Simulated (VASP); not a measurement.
A run of VASP 6.6.1 is set up as follows.

Contents of INCAR:

```
PREC = Accurate ; ENCUT = 520
EDIFF = 1E-6 ; ISMEAR = 0
SIGMA = 0.1 ; LREAL = False
LASPH = True ; NELM = 100
ALGO = Normal ; ISIF = 2
LWAVE = False ; LCHARG = True
GGA = PE ; LELF = True
LVHAR = True ; NBANDS = 27
```

Contents of KPOINTS:

```
regular mesh
0
Gamma
  3 3 6
```

Contents of POSCAR:

```
Al6TeP2
1.0
    7.3445735262      0.0000000028      0.0000000000
   -3.6722867655      6.3605872522      0.0000000000
    0.0000000000      0.0000000000      3.6701499261
Al Te P
6 1 2
Direct
    0.5923322437      0.0000000000      0.0000000000
    0.4076677563      0.4076677563      0.0000000000
    0.0000000000      0.5923322437      0.0000000000
    0.3123117952      0.0000000000      0.5000000000
    0.6876882048      0.6876882048      0.5000000000
    0.0000000000      0.3123117952      0.5000000000
    0.0000000000      0.0000000000      0.0000000000
    0.3333333333      0.6666666667      0.5000000000
    0.6666666667      0.3333333333      0.5000000000
```

Potentials or basis: VASP PAW PBE potentials, release 64 (Al, Te, P).

Launch:

```bash
$ cat potpaw_PBE.64/Al/POTCAR potpaw_PBE.64/Te/POTCAR potpaw_PBE.64/P/POTCAR > POTCAR
$ mpirun -np 1 vasp_std > vasp.out
```

Q: What does it give for the largest force?

A: 0.025 eV/Å.

Q: Estimate the band gap on the k mesh.

A: Zero (band 17 reaches 8.55 eV, above the bottom of band 18 at 6.53 eV).

Q: Estimate the pressure.

A: 0.1 GPa.

Stress tensor (GPa, compression positive):
```
0.01 0.00 0.00
0.00 0.01 0.00
0.00 0.00 0.17
```

Caveat: spin-orbit coupling is left out, which moves the levels of the heavy elements.
